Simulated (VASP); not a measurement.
Runs of VASP 6.6.1 on GeWCl3. The structure is that of space group Pm-3m (No. 221), or close to it. The cells are those of the table. 

```csv
task,spin,cell,cutoff (eV),gap on the mesh (eV),pressure (GPa),moment (μB)
relaxation of cell and atoms,"collinear, ferromagnetic start","relaxed from a = 5.127 Å, 5 atoms",600,none,0.0,4.61
single point,"collinear, ferromagnetic start","a = 5.127 Å, 5 atoms",520,none,(a),4.98
single point,"collinear, ferromagnetic start","a = 4.958 Å, 5 atoms",520,none,(b),4.58
single point,off,"a = 5.127 Å, 5 atoms",520,none,-7.6,-
```

Alike in all rows: level PBE; potentials or basis VASP PAW PBE potentials, release 64 (Ge_d, W_sv, Cl); k mesh 4 × 4 × 4; smearing gaussian 0.1 eV.

Estimate the missing entries.

(a) -2.6; (b) 0.5.

Caveats: spin-orbit coupling is left out, which moves the levels of the heavy elements; an odd number of electrons without spin polarisation forces a metal (some runs); a magnetic or distorted state may lie lower (some runs).

A k mesh can miss the band edges, and the runs leave out spin-orbit coupling on Ge, W.

A gap of «none» marks levels without a gap at the run's occupations.
